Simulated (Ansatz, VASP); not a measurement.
RbZnCl3: VASP beside Ansatz

File POSCAR:

```
RbZnCl3
1.0
    4.9380677922     -0.1234516948      0.0000000000
   -0.1234516948      4.9380677922      0.0000000000
    0.0000000000      0.0000000000      4.9380677922
Rb Zn Cl
1 1 3
Direct
    0.0000000000      0.0000000000      0.0000000000
    0.5000000000      0.5000000000      0.5000000000
    0.5000000000      0.5000000000      0.0000000000
    0.5000000000      0.0000000000      0.5000000000
    0.0000000000      0.5000000000      0.5000000000
```

INCAR.step1

```
PREC = Accurate
ENCUT = 520
ISMEAR = 0
SIGMA = 0.01
LREAL = F
LASPH = T
NELM = 100
NBANDS = 29
GGA = PE
ALGO = Normal
EDIFF = 1E-4
LWAVE = T
LCHARG = F
```

The input INCAR.step2:

```
PREC = Accurate
ENCUT = 520
EDIFF = 1E-6
ISMEAR = 0
SIGMA = 0.01
LREAL = F
LASPH = T
NELM = 100
ALGO = Normal
ISIF = 2
LWAVE = F
LCHARG = T
METAGGA = R2SCAN
LMIXTAU = T
LELF = T
LVHAR = T
NBANDS = 29
ISTART = 1
```

File KPOINTS:

```
regular mesh
0
Gamma
  6 6 6
```

Input for Ansatz:

```yaml
crystal:
  lattice:
    - [4.9380677922, -0.1234516948, 0.0]
    - [-0.1234516948, 4.9380677922, 0.0]
    - [0.0, 0.0, 4.9380677922]
  atoms:
    - { symbol: Rb, position: [0.0, 0.0, 0.0] }
    - { symbol: Zn, position: [0.5, 0.5, 0.5] }
    - { symbol: Cl, position: [0.5, 0.5, 0.0] }
    - { symbol: Cl, position: [0.5, 0.0, 0.5] }
    - { symbol: Cl, position: [0.0, 0.5, 0.5] }
kpoints:
  mp_grid: { grid: [6, 6, 6] }
  band_path:
    path: [[0.0, 0.0, 0.0], [0.0, 0.5, 0.0], [0.5, 0.5, 0.0], [0.5, 0.5, 0.5]]
    npoints: 1
hamiltonian:
  xc: r2scan
scf:
  occupations: { method: fixed }
  n_extra_bands: 5
output:
  forces: true
  stress: true
  eigenvalues: true
```

Change from the starting cell: shear_xy strain -5.0%.

Alike in both runs: task single point; functional r2SCAN; k mesh 6 × 6 × 6; no spin polarisation.

```csv
,VASP,Ansatz
version,VASP 6.6.1,Ansatz 0.2.0
potentials or method,"VASP PAW PBE potentials, release 64 (Rb_sv, Zn, Cl)","plane waves, PAW"
plane-wave cutoff (eV),520,500
occupations,"gaussian, width 0.01 eV",fixed
valence electrons in the cell,42,42
```

```csv
,VASP,Ansatz,Ansatz less VASP
gap on the k mesh at the Fermi level (eV),2.07,2.07,+0.001
pressure (GPa),0.1,0.1,-0.01
"traceless stress, the component that is largest in VASP (GPa)",1.24,1.24,-0.004
```

VASP's potentials were made for PBE, not for r2SCAN.
